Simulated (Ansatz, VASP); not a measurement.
# Two plane-wave programs on CuSb

Contents of POSCAR:

```
CuSb
1.0
    0.0000000000      2.7115399837      2.7115399837
    2.7115399837      0.0000000000      2.7115399837
    2.7115399837      2.7115399837      0.0000000000
Cu Sb
1 1
Direct
    0.5000000000      0.5000000000      0.5000000000
    0.0000000000      0.0000000000      0.0000000000
```

File INCAR.step1:

```
  PREC = Accurate
  ENCUT = 520
  ISMEAR = 0
  SIGMA = 0.05
  LREAL = F
  LASPH = T
  NELM = 60
  NBANDS = 15
  GGA = PE
  ALGO = Normal
  EDIFF = 1E-4
  LWAVE = T
  LCHARG = F
```

INCAR.step2

```
  PREC = Accurate
  ENCUT = 520
  EDIFF = 1E-6
  ISMEAR = 0
  SIGMA = 0.05
  LREAL = F
  LASPH = T
  NELM = 60
  ALGO = Normal
  ISIF = 2
  LWAVE = F
  LCHARG = F
  METAGGA = R2SCAN
  LMIXTAU = T
  NBANDS = 15
  ISTART = 1
```

File KPOINTS:

```
Automatic mesh
0
Gamma
  12 12 12
```

Input for Ansatz:

```yaml
crystal:
  lattice:
    - [0.0, 2.7115399837, 2.7115399837]
    - [2.7115399837, 0.0, 2.7115399837]
    - [2.7115399837, 2.7115399837, 0.0]
  atoms:
    - { symbol: Cu, position: [0.5, 0.5, 0.5] }
    - { symbol: Sb, position: [0.0, 0.0, 0.0] }
basis:
  ecutwfc: 500
  ecutrho_ratio: 4
kpoints:
  mp_grid: { grid: [12, 12, 12] }
hamiltonian:
  xc: r2scan
scf:
  occupations: { method: gaussian, width: 0.05 }
output:
  forces: true
  stress: true
  eigenvalues: true
```

Alike in both runs: task single point; functional r2SCAN; k mesh 12 × 12 × 12; occupations gaussian, width 0.05 eV; no spin polarisation.

|  | VASP | Ansatz |
| --- | --- | --- |
| version | VASP 6.6.1 | Ansatz 0.2.0 |
| potentials or method | VASP PAW PBE potentials, release 64 (Cu, Sb), cutoff 520 eV | scalar-relativistic, plane waves, PAW |
| valence electrons in the cell | 16 | 34 |

```csv
,VASP,Ansatz,Ansatz less VASP
gap on the k mesh at the Fermi level (eV),none,none,-
pressure (GPa),-1.7,-1.9,-0.10
```

VASP's potentials were made for PBE, not for r2SCAN. A gap of «none» marks a metal or a gap that the smearing closes. VASP's potentials hold 16 valence electrons a cell and Ansatz's 34, so a difference there can come from the potentials and not from the codes.

Neither program's run includes spin-orbit coupling.
